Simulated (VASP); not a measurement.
# Pr3B (Fm-3m) in VASP: single point with PBE

Aim: the single point of Pr3B with PBE.

All numbers are computed with VASP 6.6.1; they aren't measurements. Logs are shortened: lines on timing, memory, paths and dates and some standing lists are left out, and cuts for length are marked.

**1. The cell of the first run**

Symmetry: Fm-3m, No. 225, cubic system. The conventional cell has a = 7.439 Å, b = 7.439 Å, c = 7.439 Å, α = 90.00°, β = 90.00°, γ = 90.00°. Within 4.2 Å of Pr (site symmetry -43m) lie 10 Pr at 3.22 to 3.72 Å and 4 B at 3.22 Å. Within 4.2 Å of Pr (site symmetry m-3m) lie 8 Pr at 3.22 Å and 6 B at 3.72 Å. B (site symmetry m-3m) has 14 Pr at 3.22 to 3.72 Å within 4.2 Å.

**2. Single point, PBE**

Contents of INCAR:

```
SYSTEM = Pr3B
ALGO     = Normal         ! electronic algorithm
EDIFF    = 1E-6           ! SCF threshold, eV
ENCUT    = 520            ! plane-wave cutoff, eV
GGA      = PE             ! functional
ISIF     = 2              ! what is computed and relaxed
ISMEAR   = 0              ! smearing method
LASPH    = .TRUE.         ! aspherical terms in the spheres
LCHARG   = .FALSE.        ! write CHGCAR
LREAL    = .FALSE.        ! projectors in reciprocal space
LWAVE    = .FALSE.        ! write WAVECAR
NBANDS   = 29             ! bands
NELM     = 60             ! most SCF steps
PREC     = Accurate       ! precision mode
SIGMA    = 0.1            ! smearing width, eV
```

Contents of KPOINTS:

```
k-points
0
G
  4 4 4
  0 0 0
```

Contents of POSCAR:

```
Pr3B
1.0
    0.0000000000      3.7196621274      3.7196621274
    3.7196621274      0.0000000000      3.7196621274
    3.7196621274      3.7196621274      0.0000000000
Pr B
3 1
Direct
    0.7500000000      0.7500000000      0.7500000000
    0.2500000000      0.2500000000      0.2500000000
    0.0000000000      0.0000000000      0.0000000000
    0.5000000000      0.5000000000      0.5000000000
```

Potentials or basis: VASP PAW PBE potentials, release 64 (Pr, B).

Command:

```sh
$ cat potpaw_PBE.64/Pr/POTCAR potpaw_PBE.64/B/POTCAR > POTCAR
$ mpirun -np 1 vasp_std > vasp.out
```

OUTCAR:

```text
SYSTEM = Pr3B
   EDIFF = 1E-6
   ENCUT = 520
   GGA = PE
   ISIF = 2
   ISMEAR = 0
   LASPH = .TRUE.
   LREAL = .FALSE.
   NELM = 60
   PREC = Accurate

 ion  position               nearest neighbor table
   1  0.750  0.750  0.750-   3 3.22   3 3.22   3 3.22   3 3.22
   2  0.250  0.250  0.250-   3 3.22   3 3.22   3 3.22   3 3.22
   3  0.000  0.000  0.000-   1 3.22   2 3.22   1 3.22   1 3.22   1 3.22   2 3.22   2 3.22   2 3.22

   4  0.500  0.500  0.500-

  LATTYP: Found a face centered cubic cell.
 ALAT       =     7.4393242548

  Lattice vectors:

 A1 = (   0.0000000000,   3.7196621274,   3.7196621274)
 A2 = (   3.7196621274,   0.0000000000,   3.7196621274)
 A3 = (   3.7196621274,   3.7196621274,   0.0000000000)

Analysis of symmetry for initial positions (statically):
=====================================================================
 Subroutine PRICEL returns:
 Original cell was already a primitive cell.

 Routine SETGRP: Setting up the symmetry group for a
 face centered cubic supercell.

 Subroutine GETGRP returns: Found 48 space group operations
 (whereof 48 operations were pure point group operations)
 out of a pool of 48 trial point group operations.

The static configuration has the point symmetry O_h .

Analysis of symmetry for dynamics (positions and initial velocities):
=====================================================================
 Subroutine PRICEL returns:
 Original cell was already a primitive cell.

 Routine SETGRP: Setting up the symmetry group for a
 face centered cubic supercell.

 Subroutine GETGRP returns: Found 48 space group operations
 (whereof 48 operations were pure point group operations)
 out of a pool of 48 trial point group operations.

The dynamic configuration has the point symmetry O_h .

 Subroutine INISYM returns: Found 48 space group operations
 (whereof 48 operations are pure point group operations),
 and found     1 'primitive' translations

----------------------------------------------------------------------------------------

                                     Primitive cell

  volume of cell :     102.9296

  direct lattice vectors                    reciprocal lattice vectors
     0.000000000  3.719662127  3.719662127    -0.134420811  0.134420811  0.134420811
     3.719662127  0.000000000  3.719662127     0.134420811 -0.134420811  0.134420811
     3.719662127  3.719662127  0.000000000     0.134420811  0.134420811 -0.134420811

  length of vectors
     5.260396628  5.260396628  5.260396628     0.232823674  0.232823674  0.232823674

  position of ions in fractional coordinates (direct lattice)
     0.750000000  0.750000000  0.750000000
     0.250000000  0.250000000  0.250000000
     0.000000000  0.000000000  0.000000000
     0.500000000  0.500000000  0.500000000

  ion indices of the primitive-cell ions
   primitive index   ion index
                 1           1
                 2           2
                 3           3
                 4           4

----------------------------------------------------------------------------------------

 KPOINTS: k-points

Automatic generation of k-mesh.
 Grid dimensions read from file:
 generate k-points for:    4    4    4

 Generating k-lattice:

  Cartesian coordinates                     Fractional coordinates (reciprocal lattice)
    -0.033605203  0.033605203  0.033605203     0.250000000  0.000000000  0.000000000
     0.033605203 -0.033605203  0.033605203     0.000000000  0.250000000  0.000000000
     0.033605203  0.033605203 -0.033605203     0.000000000  0.000000000  0.250000000

  Length of vectors
     0.058205919  0.058205919  0.058205919

  Shift w.r.t. Gamma in fractional coordinates (k-lattice)
     0.000000000  0.000000000  0.000000000

 Subroutine IBZKPT returns following result:
 ===========================================

 Found      8 irreducible k-points:

 Following reciprocal coordinates:
            Coordinates               Weight
  0.000000  0.000000  0.000000      1.000000
  0.250000  0.000000  0.000000      8.000000
  0.500000  0.000000  0.000000      4.000000
  0.250000  0.250000  0.000000      6.000000
  0.500000  0.250000  0.000000     24.000000
 -0.250000  0.250000  0.000000     12.000000
  0.500000  0.500000  0.000000      3.000000
 -0.250000  0.500000  0.250000      6.000000
   k-points           NKPTS =      8   k-points in BZ     NKDIM =      8   number of bands    NBANDS=     29
   number of dos      NEDOS =    301   number of ions     NIONS =      4
   total plane-waves  NPLWV =  64000
   dimension x,y,z NGX =    40 NGY =   40 NGZ =   40
   dimension x,y,z NGXF=    80 NGYF=   80 NGZF=   80
   ions per type =               3   1
   NGX,Y,Z   is equivalent  to a cutoff of  12.64, 12.64, 12.64 a.u.
   NGXF,Y,Z  is equivalent  to a cutoff of  25.28, 25.28, 25.28 a.u.
 SYSTEM =  Pr3B
   PREC   = accura    normal or accurate (medium, high low for compatibility)
   ISTART =      0    job   : 0-new  1-cont  2-samecut
   ICHARG =      2    charge: 1-file 2-atom 10-const
   ISPIN  =      1    spin polarized calculation?
   LNONCOLLINEAR =      F non collinear calculations
   LSORBIT =      F    spin-orbit coupling
   LASPH  =      T    aspherical Exc in radial PAW
   ENCUT  =  520.0 eV  38.22 Ry    6.18 a.u.   9.78  9.78  9.78*2*pi/ulx,y,z
   NELM   =     60;   NELMIN=  2; NELMDL= -5     # of ELM steps
   EDIFF  = 0.1E-05   stopping-criterion for ELM
   LREAL  =      F    real-space projection
   EDIFFG = 0.1E-04   stopping-criterion for IOM
   NSW    =      0    number of steps for IOM
   IBRION =     -1    ionic relax: 0-MD 1-quasi-New 2-CG
   NFREE  =      0    steps in history (QN), initial steepest desc. (CG)
   ISIF   =      2    stress and relaxation
   ISYM   =      2    0-nonsym 1-usesym 2-fastsym
   POTIM  = 0.5000    time-step for ionic-motion
   TEBEG  =    0.0;   TEEND  =   0.0 temperature during run
   PSTRESS=    0.0 pullay stress
   NELECT =      42.0000    total number of electrons
   NUPDOWN=      -1.0000    fix difference up-down
   EMIN   =  10.00;   EMAX   =-10.00  energy-range for DOS
   EFERMI =   0.00;   METHOD = LEGACY
   ISMEAR =     0;   SIGMA  =   0.10  broadening in eV -4-tet -1-fermi 0-gaus
   EFERMI_NEDOS =   21; number of points for ismear=-14 and -15
   IALGO  =     38    algorithm
   IMIX   =      4    mixing-type and parameters
     AMIX     =   0.40;   BMIX     =  1.00
     AMIX_MAG =   1.60;   BMIX_MAG =  1.00
  volume/ion in A,a.u.               =      25.73       173.65
  Fermi-wavevector in a.u.,A,eV,Ry     =   1.214258  2.294616 20.060748  1.474423
  Thomas-Fermi vector in A             =   2.349684
   LORBIT       =      0    0 simple, 1 ext, 2 COOP (PROOUT), +10 PAW based schemes
   GGA     = PE    functional components
   LHFCALC =     F    Hartree Fock is set to
   AEXX    =    0.0000 exact exchange contribution
   IVDW    =     0    specifies the selected vdW correction
   LEPSILON=     F    determine dielectric tensor
   LRPA    =     F    only Hartree local field effects (RPA)
 non-spin polarized calculation
 Gauss-broadening in eV      SIGMA  =   0.10
  energy-cutoff  :      520.00
  volume of cell :      102.93
 maximum number of plane-waves:      2788
   NGX = 19   NGY = 19   NGZ = 19

 number of electron      42.0000004 magnetization

 Free energy of the ion-electron system (eV)
  ---------------------------------------------------
  ext. energy  EPLUGINS =         0.00000000
  ---------------------------------------------------
  free energy    TOTEN  =       -19.85725646 eV

  energy without entropy =      -19.69831237  energy(sigma->0) =      -19.77778441

 E-fermi :   6.3946     XC(G=0): -10.5099

 val. band max:        6.3909874710   @ k =   0.5000   0.2500   0.0000
 cond. band min:       6.3980049071   @ k =   0.2500   0.0000   0.0000
 fundamental gap:      0.0070174361
 Fermi energy:         6.3945985699

 k-point     1 :       0.0000    0.0000    0.0000
  band No.  band energies     occupation
      1     -29.5372      2.00000
      2     -29.1230      2.00000
      3     -28.9234      2.00000
      4     -11.8887      2.00000
      5     -11.8887      2.00000
      6     -11.8887      2.00000
[... 21 lines left out ...]
     28       6.7644      0.00000
     29       6.7647      0.00000

 k-point     2 :       0.2500    0.0000    0.0000
  band No.  band energies     occupation
      1     -29.4660      2.00000
      2     -29.1440      2.00000
      3     -28.9801      2.00000
      4     -12.0496      2.00000
      5     -12.0368      2.00000
      6     -12.0368      2.00000
[... 21 lines left out ...]
     28       6.7677      0.00000
     29       6.7683      0.00000

 k-point     3 :       0.5000    0.0000    0.0000
  band No.  band energies     occupation
      1     -29.3557      2.00000
      2     -29.1944      2.00000
      3     -29.0465      2.00000
      4     -12.1319      2.00000
      5     -12.1319      2.00000
      6     -12.0134      2.00000
[... 21 lines left out ...]
     28       6.6919      0.00003
     29       6.7150      0.00001

 k-point     4 :       0.2500    0.2500    0.0000
  band No.  band energies     occupation
      1     -29.4403      2.00000
      2     -29.1459      2.00000
      3     -29.0059      2.00000
      4     -12.2191      2.00000
      5     -12.2191      2.00000
      6     -11.8302      2.00000
[... 21 lines left out ...]
     28       6.7404      0.00000
     29       6.8452      0.00000

 k-point     5 :       0.5000    0.2500    0.0000
  band No.  band energies     occupation
      1     -29.3180      2.00000
      2     -29.1820      2.00000
      3     -29.0986      2.00000
      4     -12.2926      2.00000
      5     -12.2733      2.00000
      6     -11.8811      2.00000
[... 21 lines left out ...]
     28       6.7154      0.00001
     29       6.7465      0.00000

 k-point     6 :      -0.2500    0.2500    0.0000
  band No.  band energies     occupation
      1     -29.3671      2.00000
      2     -29.1697      2.00000
      3     -29.0597      2.00000
      4     -12.1841      2.00000
      5     -12.1468      2.00000
      6     -12.0667      2.00000
[... 21 lines left out ...]
     28       6.7060      0.00001
     29       6.7346      0.00000

 k-point     7 :       0.5000    0.5000    0.0000
  band No.  band energies     occupation
      1     -29.2178      2.00000
      2     -29.2140      2.00000
      3     -29.1686      2.00000
      4     -12.4133      2.00000
      5     -12.4133      2.00000
      6     -11.6745      2.00000
[... 21 lines left out ...]
     28       6.7717      0.00000
     29       6.7759      0.00000

 k-point     8 :      -0.2500    0.5000    0.2500
  band No.  band energies     occupation
      1     -29.2140      2.00000
      2     -29.1933      2.00000
      3     -29.1933      2.00000
      4     -12.4406      2.00000
      5     -12.0302      2.00000
      6     -12.0302      2.00000
[... 21 lines left out ...]
     28       6.7451      0.00000
     29       6.7881      0.00000

------------------------ aborting loop because EDIFF is reached ----------------------------------------

  FORCE on cell =-STRESS in cart. coord.  units (eV):
  Direction    XX          YY          ZZ          XY          YZ          ZX
  --------------------------------------------------------------------------------------
  -------------------------------------------------------------------------------------
  Total       -8.4384657     -8.4384657     -8.4384657      0.0000000     -0.0000000      0.0000000
  in kB     -131.3510644   -131.3510644   -131.3510644      0.0000000     -0.0000000      0.0000000
  external PRESSURE =    -131.3510644 kB  Pullay stress =       0.0000000 kB

 VOLUME and BASIS-vectors are now :
 -----------------------------------------------------------------------------
  energy-cutoff  :      520.00
  volume of cell :      102.93
      direct lattice vectors                 reciprocal lattice vectors
     0.000000000  3.719662127  3.719662127    -0.134420811  0.134420811  0.134420811
     3.719662127  0.000000000  3.719662127     0.134420811 -0.134420811  0.134420811
     3.719662127  3.719662127  0.000000000     0.134420811  0.134420811 -0.134420811

 POSITION                                       TOTAL-FORCE (eV/Angst)
 -----------------------------------------------------------------------------------
      5.57949      5.57949      5.57949         0.000000      0.000000      0.000000
      1.85983      1.85983      1.85983        -0.000000     -0.000000     -0.000000
      0.00000      0.00000      0.00000        -0.000000      0.000000      0.000000
      3.71966      3.71966      3.71966        -0.000000      0.000000      0.000000
 -----------------------------------------------------------------------------------
    total drift:                               -0.000000     -0.000000      0.000000

  FREE ENERGIE OF THE ION-ELECTRON SYSTEM (eV)
  ---------------------------------------------------
  free  energy   TOTEN  =       -19.8572564621 eV

  energy  without entropy=      -19.6983123669  energy(sigma->0) =      -19.77778441
```

It took 2.3 min on 1 thread of Intel Xeon Platinum 8375C at 2.90GHz (Ice Lake), shared host; peak memory 0.25 GiB.

Results:

- Free energy: -19.8573 eV
- Pressure: -13.1 GPa
- Band gap on the k mesh: zero (band 21 reaches 6.49 eV, above the bottom of band 22 at 6.31 eV)

Caveat: the k points lie up to 0.37 Å⁻¹ apart; spin-orbit coupling is left out, which moves the levels of the heavy elements; without U or exact exchange the open f shell lies at the Fermi level, which spoils levels, moments and volumes. Spin polarisation is off, so any magnetic state and its effect on volume and gap are missing.
